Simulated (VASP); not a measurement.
# SiO2 (P4_2/mnm) in VASP: vibrations by perturbation theory with PBE

Aim: the vibrations by perturbation theory of SiO2 with PBE.

Program: VASP 6.6.1. These are calculated values, not measurements. Logs are shortened: lines on timing, memory, paths and dates and some standing lists are left out, and cuts for length are marked.

## 1. The cell of the first run

It takes space group P4_2/mnm (No. 136, tetragonal). The conventional cell has a = 4.236 Å, b = 4.236 Å, c = 2.690 Å, α = 90.00°, β = 90.00°, γ = 90.00°. Si (site symmetry mmm) has 6 O at 1.77 to 1.84 Å within 2.4 Å. Within 2.4 Å of O (site symmetry m2m) lie 3 Si at 1.77 to 1.84 Å and 1 O at 2.31 Å.

## 2. Vibrations by perturbation theory, PBE

The input, INCAR:

```
SYSTEM = SiO2
PREC = Accurate ; ENCUT = 520
EDIFF = 1E-8 ; ISMEAR = 0
SIGMA = 0.01 ; LREAL = .FALSE.
LASPH = .TRUE. ; NELM = 80
ALGO = Normal ; ISIF = 2
LWAVE = .FALSE. ; LCHARG = .FALSE.
GGA = PE ; IBRION = 8
NSW = 1 ; LEPSILON = .TRUE.
```

The input, KPOINTS:

```
regular mesh
0
G
  6 6 8
  0 0 0
```

The input, POSCAR:

```
SiO2
1.0
    4.2357812178      0.0000000000      0.0000000000
    0.0000000000      4.2357812178      0.0000000000
    0.0000000000      0.0000000000      2.6899460325
Si O
2 4
Direct
    0.0000000000      0.0000000000      0.0000000000
    0.5000000000      0.5000000000      0.5000000000
    0.3069824148      0.3069824148      0.0000000000
    0.1930175852      0.8069824148      0.5000000000
    0.6930175852      0.6930175852      0.0000000000
    0.8069824148      0.1930175852      0.5000000000
```

Potentials or basis: VASP PAW PBE potentials, release 64 (Si, O).

The run is started by

```
$ cat potpaw_PBE.64/Si/POTCAR potpaw_PBE.64/O/POTCAR > POTCAR
$ mpirun -np 1 vasp_std > vasp.out
```

OUTCAR:

```text
SYSTEM = SiO2
   PREC = Accurate
   ENCUT = 520
   EDIFF = 1E-8
   ISMEAR = 0
   LREAL = .FALSE.
   LASPH = .TRUE.
   NELM = 80
   ISIF = 2
   GGA = PE
   IBRION = 8
   NSW = 1
   LEPSILON = .TRUE.

 ion  position               nearest neighbor table
   1  0.000  0.000  0.000-   4 1.77   6 1.77   4 1.77   6 1.77   5 1.84   3 1.84
   2  0.500  0.500  0.500-   3 1.77   5 1.77   3 1.77   5 1.77   4 1.84   6 1.84
   3  0.307  0.307  0.000-   2 1.77   2 1.77   1 1.84
   4  0.193  0.807  0.500-   1 1.77   1 1.77   2 1.84
   5  0.693  0.693  0.000-   2 1.77   2 1.77   1 1.84
   6  0.807  0.193  0.500-   1 1.77   1 1.77   2 1.84

  LATTYP: Found a simple tetragonal cell.
 ALAT       =     4.2357812178
 C/A-ratio  =     0.6350531093

  Lattice vectors:

 A1 = (   4.2357812178,   0.0000000000,   0.0000000000)
 A2 = (   0.0000000000,   4.2357812178,   0.0000000000)
 A3 = (   0.0000000000,   0.0000000000,   2.6899460325)

Analysis of symmetry for initial positions (statically):
=====================================================================
 Subroutine PRICEL returns:
 Original cell was already a primitive cell.

 Routine SETGRP: Setting up the symmetry group for a
 simple tetragonal supercell.

 Subroutine GETGRP returns: Found 16 space group operations
 (whereof  8 operations were pure point group operations)
 out of a pool of 16 trial point group operations.

The static configuration has the point symmetry D_2h.
 The point group associated with its full space group is D_4h.

Analysis of symmetry for dynamics (positions and initial velocities):
=====================================================================
 Subroutine PRICEL returns:
 Original cell was already a primitive cell.

 Routine SETGRP: Setting up the symmetry group for a
 simple tetragonal supercell.

 Subroutine GETGRP returns: Found 16 space group operations
 (whereof  8 operations were pure point group operations)
 out of a pool of 16 trial point group operations.

The dynamic configuration has the point symmetry D_2h.
 The point group associated with its full space group is D_4h.

 Subroutine INISYM returns: Found 16 space group operations
 (whereof  8 operations are pure point group operations),
 and found     1 'primitive' translations

----------------------------------------------------------------------------------------

[... 808 lines left out ...]
  --------------------------------------------------------------------------------
  x     0.00000     0.00000     0.00000     0.00000     0.00000     0.00000
  y     0.00000     0.00000     0.00000     0.00000     0.00000     0.00000
  z     0.00000     0.00000     0.00000     0.00000     0.00000     0.00000

 PIEZOELECTRIC TENSOR (including local field effects)  for field in x, y, z        (C/m^2)
          XX          YY          ZZ          XY          YZ          ZX
  --------------------------------------------------------------------------------
  x     0.00000     0.00000     0.00000     0.00000     0.00000     0.00000
  y     0.00000     0.00000     0.00000     0.00000     0.00000     0.00000
  z     0.00000     0.00000     0.00000     0.00000     0.00000     0.00000

 BORN EFFECTIVE CHARGES (including local field effects) (in |e|, cummulative output)
 ---------------------------------------------------------------------------------
 ion    1
    1     3.82362     0.41202     0.00000
    2     0.41202     3.82362     0.00000
    3     0.00000     0.00000     4.06468
 ion    2
    1     3.82362    -0.41202     0.00000
    2    -0.41202     3.82362     0.00000
    3     0.00000     0.00000     4.06468
 ion    3
    1    -1.91181    -0.58557     0.00000
    2    -0.58557    -1.91181     0.00000
    3     0.00000     0.00000    -2.03234
 ion    4
    1    -1.91181     0.58557     0.00000
    2     0.58557    -1.91181     0.00000
    3     0.00000     0.00000    -2.03234
 ion    5
    1    -1.91181    -0.58557     0.00000
    2    -0.58557    -1.91181     0.00000
    3     0.00000     0.00000    -2.03234
 ion    6
    1    -1.91181     0.58557     0.00000
    2     0.58557    -1.91181     0.00000
    3     0.00000     0.00000    -2.03234

 INTERNAL STRAIN TENSOR FOR ION    6 for displacements in x,y,z  (eV/Angst):
          X           Y           Z          XY          YZ          ZX
  --------------------------------------------------------------------------------
  x     9.71282     5.07783     0.06485    -2.68888     0.00000     0.00000
  y    -5.07783    -9.71282    -0.06485     2.68031     0.00000     0.00000
  z     0.00000     0.00000     0.00000     0.00000    -2.12951     2.60823

 SECOND DERIVATIVES (NOT SYMMETRIZED)
 ------------------------------------
               1X          1Y          1Z          2X          2Y          2Z          3X          3Y          3Z          4X          4Y          4Z          5X          5Y          5Z          6X          6Y          6Z
  1X   -29.054381    9.444366    0.000000   14.616061   -0.013756    0.000000   -0.196046   -0.032750    0.000000    7.415206   -4.682555    0.000000   -0.196046   -0.032750    0.000000    7.415206   -4.682555    0.000000
  1Y     9.444366  -29.054381    0.000000   -0.013756   14.616061    0.000000   -0.032750   -0.196046    0.000000   -4.682555    7.415206    0.000000   -0.032750   -0.196046    0.000000   -4.682555    7.415206    0.000000
  1Z     0.000000    0.000000  -21.888841    0.000000    0.000000   -0.219604    0.000000    0.000000    1.360322    0.000000    0.000000    9.693900    0.000000    0.000000    1.360322    0.000000    0.000000    9.693900
  2X    14.616061    0.013756    0.000000  -29.054381   -9.444366    0.000000    7.415206    4.682555    0.000000   -0.196046    0.032750    0.000000    7.415206    4.682555    0.000000   -0.196046    0.032750    0.000000
  2Y     0.013756   14.616061    0.000000   -9.444366  -29.054381    0.000000    4.682555    7.415206    0.000000    0.032750   -0.196046    0.000000    4.682555    7.415206    0.000000    0.032750   -0.196046    0.000000
  2Z     0.000000    0.000000   -0.219604    0.000000    0.000000  -21.888841    0.000000    0.000000    9.693900    0.000000    0.000000    1.360322    0.000000    0.000000    9.693900    0.000000    0.000000    1.360322
  3X    -0.183572   -0.039395    0.000000    7.407093    4.690402    0.000000  -20.702532   -9.400746    0.000000    0.140475    0.164649    0.000000    4.625895    4.747954    0.000000    8.712641   -0.162864    0.000000
  3Y    -0.039395   -0.183572    0.000000    4.690402    7.407093    0.000000   -9.400746  -20.702532    0.000000   -0.162864    8.712641    0.000000    4.747954    4.625895    0.000000    0.164649    0.140475    0.000000
  3Z     0.000000    0.000000    1.350791    0.000000    0.000000    9.684441    0.000000    0.000000  -18.775516    0.000000    0.000000    3.974738    0.000000    0.000000   -0.209193    0.000000    0.000000    3.974738
  4X     7.407093   -4.690402    0.000000   -0.183572    0.039395    0.000000    0.140475   -0.164649    0.000000  -20.702532    9.400746    0.000000    8.712641    0.162864    0.000000    4.625895   -4.747954    0.000000
  4Y    -4.690402    7.407093    0.000000    0.039395   -0.183572    0.000000    0.162864    8.712641    0.000000    9.400746  -20.702532    0.000000   -0.164649    0.140475    0.000000   -4.747954    4.625895    0.000000
  4Z     0.000000    0.000000    9.684441    0.000000    0.000000    1.350791    0.000000    0.000000    3.974738    0.000000    0.000000  -18.775516    0.000000    0.000000    3.974738    0.000000    0.000000   -0.209193
  5X    -0.183572   -0.039395    0.000000    7.407093    4.690402    0.000000    4.625895    4.747954    0.000000    8.712641   -0.162864    0.000000  -20.702532   -9.400746    0.000000    0.140475    0.164649    0.000000
  5Y    -0.039395   -0.183572    0.000000    4.690402    7.407093    0.000000    4.747954    4.625895    0.000000    0.164649    0.140475    0.000000   -9.400746  -20.702532    0.000000   -0.162864    8.712641    0.000000
  5Z     0.000000    0.000000    1.350791    0.000000    0.000000    9.684441    0.000000    0.000000   -0.209193    0.000000    0.000000    3.974738    0.000000    0.000000  -18.775516    0.000000    0.000000    3.974738
  6X     7.407093   -4.690402    0.000000   -0.183572    0.039395    0.000000    8.712641    0.162864    0.000000    4.625895   -4.747954    0.000000    0.140475   -0.164649    0.000000  -20.702532    9.400746    0.000000
  6Y    -4.690402    7.407093    0.000000    0.039395   -0.183572    0.000000   -0.164649    0.140475    0.000000   -4.747954    4.625895    0.000000    0.162864    8.712641    0.000000    9.400746  -20.702532    0.000000
  6Z     0.000000    0.000000    9.684441    0.000000    0.000000    1.350791    0.000000    0.000000    3.974738    0.000000    0.000000   -0.209193    0.000000    0.000000    3.974738    0.000000    0.000000  -18.775516

 Eigenvectors and eigenvalues of the dynamical matrix
 ----------------------------------------------------

   1 f  =   27.183748 THz   170.800525 2PiTHz  906.752224 cm-1   112.422897 meV
             X         Y         Z           dx          dy          dz
      0.000000  0.000000  0.000000    -0.000000    0.000000   -0.000000
      2.117891  2.117891  1.344973    -0.000000   -0.000000    0.000000
      1.300310  1.300310  0.000000    -0.353553   -0.353553   -0.000000
      0.817580  3.418201  1.344973    -0.353553    0.353553   -0.000000
      2.935471  2.935471  0.000000     0.353553    0.353553   -0.000000
      3.418201  0.817580  1.344973     0.353553   -0.353553    0.000000
[... 145 lines left out ...]
  18 f/i=    0.008149 THz     0.051200 2PiTHz    0.271811 cm-1     0.033700 meV
             X         Y         Z           dx          dy          dz
      0.000000  0.000000  0.000000     0.000000    0.000000   -0.483215
      2.117891  2.117891  1.344973     0.000000    0.000000   -0.483215
      1.300310  1.300310  0.000000     0.000000    0.000000   -0.365037
      0.817580  3.418201  1.344973     0.000000    0.000000   -0.365037
      2.935471  2.935471  0.000000     0.000000    0.000000   -0.365037
      3.418201  0.817580  1.344973     0.000000    0.000000   -0.365037

--------------------------------------------------------------------------------------------------------

 MACROSCOPIC STATIC DIELECTRIC TENSOR IONIC CONTRIBUTION
 ------------------------------------------------------
           9.349600    -0.000000     0.000000
          -0.000000     9.349600    -0.000000
           0.000000    -0.000000     5.606978
 ------------------------------------------------------

 ELASTIC MODULI CONTR FROM IONIC RELAXATION (kBar)
 Direction    XX          YY          ZZ          XY          YZ          ZX
 --------------------------------------------------------------------------------
 XX        -960.9814     10.9604     -4.1653      0.0000      0.0000      0.0000
 YY          10.9604   -960.9814     -4.1653      0.0000     -0.0000     -0.0000
 ZZ          -4.1653     -4.1653     -0.0365      0.0000     -0.0000     -0.0000
 XY           0.0000      0.0000      0.0000    -39.5651      0.0000      0.0000
 YZ           0.0000     -0.0000     -0.0000      0.0000    -32.4333      0.0000
 ZX           0.0000     -0.0000     -0.0000      0.0000      0.0000    -48.6547
 --------------------------------------------------------------------------------

 PIEZOELECTRIC TENSOR IONIC CONTR  for field in x, y, z        (C/m^2)
          XX          YY          ZZ          XY          YZ          ZX
  --------------------------------------------------------------------------------
  x    -0.00000     0.00000    -0.00000    -0.00000     0.00000     0.00000
  y     0.00000     0.00000     0.00000     0.00000    -0.00000    -0.00000
  z     0.00000    -0.00000    -0.00000    -0.00000    -0.00000     0.00000
```

Run time: 7.3 min. Hardware: 1 thread of AMD EPYC 9R45 (Zen 5), shared host; peak memory 0.44 GiB.

Results:

| Item | Value |
| --- | --- |
| Electronic dielectric tensor (diagonal) | 3.41, 3.41, 3.58 |
| Born charges (mean of the diagonal) | Si +3.90; O -1.95 e |
| Highest phonon frequency at Γ, LO-TO splitting left out | 907 cm⁻¹ |

Phonon frequencies in cm⁻¹ (negative: imaginary):
```tsv
q point	frequencies
(0.000, 0.000, 0.000)	0 0 0 223 372 430 430 535 535 562 562 575 634 721 728 799 799 907
```

Electronic dielectric tensor:
```
3.41 0.00 0.00
0.00 3.41 0.00
0.00 0.00 3.58
```

Born effective charge tensors (e):
atom 1, Si
```
3.82 0.41 0.00
0.41 3.82 0.00
0.00 0.00 4.06
```
atom 2, Si
```
 3.82 -0.41  0.00
-0.41  3.82  0.00
 0.00  0.00  4.06
```
atom 3, O
```
-1.91 -0.59  0.00
-0.59 -1.91  0.00
 0.00  0.00 -2.03
```
atom 4, O
```
-1.91  0.59  0.00
 0.59 -1.91  0.00
 0.00  0.00 -2.03
```
atom 5, O
```
-1.91 -0.59  0.00
-0.59 -1.91  0.00
 0.00  0.00 -2.03
```
atom 6, O
```
-1.91  0.59  0.00
 0.59 -1.91  0.00
 0.00  0.00 -2.03
```
